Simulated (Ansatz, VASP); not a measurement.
Two plane-wave programs on SnO

The input INCAR:

```
SYSTEM = SnO
PREC = Accurate ; ENCUT = 520
EDIFF = 1E-6 ; ISMEAR = 0
SIGMA = 0.15 ; LREAL = .False.
LASPH = .True. ; NELM = 80
ALGO = Normal ; ISIF = 2
LWAVE = .False. ; LCHARG = .False.
GGA = PS ; IVDW = 12
NBANDS = 28
```

The input KPOINTS:

```
Automatic mesh
0
Gamma
  12 12 10
  0 0 0
```

The input POSCAR:

```
SnO
1.0
    3.6119000000      0.0000000000      0.0000000000
    0.0000000000      3.6119000000      0.0000000000
    0.0000000000      0.0000000000      4.5942000000
Sn O
2 2
Direct
    0.0000000000      0.5000000000      0.2385000000
    0.5000000000      0.0000000000      0.7615000000
    0.0000000000      0.0000000000      0.0000000000
    0.5000000000      0.5000000000      0.0000000000
```

Input for Ansatz:

```yaml
crystal:
  lattice:
    - [3.6119, 0.0, 0.0]
    - [0.0, 3.6119, 0.0]
    - [0.0, 0.0, 4.5942]
  atoms:
    - { symbol: Sn, position: [0.0, 0.5, 0.2385] }
    - { symbol: Sn, position: [0.5, 0.0, 0.7615] }
    - { symbol: O, position: [0.0, 0.0, 0.0] }
    - { symbol: O, position: [0.5, 0.5, 0.0] }
basis:
  ecutwfc: 420
kpoints:
  mp_grid: { grid: [12, 12, 10] }
hamiltonian:
  xc: pbesol
  dispersion: d3bj
scf:
  occupations: { method: gaussian, width: 0.15 }
output:
  forces: true
  stress: true
  eigenvalues: true
```

Change from the starting cell: strain -0.050 along x and y, -0.050 along z, atoms carried along.

Alike in both runs: task single point; functional PBEsol; dispersion D3(BJ); k mesh 12 × 12 × 10; occupations gaussian, width 0.15 eV; no spin polarisation.

|  | VASP | Ansatz |
| --- | --- | --- |
| version | VASP 6.6.1 | Ansatz 0.2.0 |
| potentials or method | VASP PAW PBE potentials, release 64 (Sn_d, O), cutoff 520 eV | scalar-relativistic, plane waves, PAW |
| valence electrons in the cell | 40 | 40 |

```csv
,VASP,Ansatz,Ansatz less VASP
gap on the k mesh at the Fermi level (eV),none,none,-
pressure (GPa),18.1,17.6,-0.51
"traceless stress, the component that is largest in VASP (GPa)",-3.70,-3.69,+0.010
rms of the force components (eV/Å),1.176,1.124,-0.0520
```

VASP's potentials were made for PBE, not for PBEsol. Atom by atom the forces differ by 0.052 eV/Å (rms over components). A gap of «none» marks a metal or a gap that the smearing closes.
